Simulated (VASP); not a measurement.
NiO, 4 atoms in the cell. The typed cell holds 4 atoms: a = 2.948 Å, b = 5.104 Å, c = 2.952 Å, α = 90.00°, β = 90.00°, γ = 54.82°. 

| Quantity | Value |
| --- | --- |
| Program | VASP 6.6.1 |
| Task | single point |
| Functional | PBE |
| Potentials or basis | VASP PAW PBE potentials, release 64 (Ni, O) |
| Cutoff | 520 eV |
| k mesh | 9 × 5 × 7 |
| Occupations | gaussian, width 0.05 eV |
| Spin | collinear spin, ferromagnetic start |
| Starting moments | [2.0, 2.0, 0.0, 0.0] μB |
| Hubbard terms | Ni d U = 6.2 eV |
| Dipole correction | no |
| Further INCAR settings | ALGO = Normal; EDIFF = 1e-07; NBANDS = 28 |

Potentials or basis: VASP PAW PBE potentials, release 64 (Ni, O).

Launch:

```sh
$ cat potpaw_PBE.64/Ni/POTCAR potpaw_PBE.64/O/POTCAR > POTCAR
$ mpirun -np 1 vasp_std > vasp.out
```

Hardware: 1 thread of AMD EPYC 7R43 64-Core Processor (Zen 3), with other jobs on the host.

Question: How long does it take, and how much memory?

Answer: It took 7.1 min on 1 thread of AMD EPYC 7R43 64-Core Processor (Zen 3), on a shared host, peak memory 0.22 GiB. Counts: scf iterations 16, k points 92.
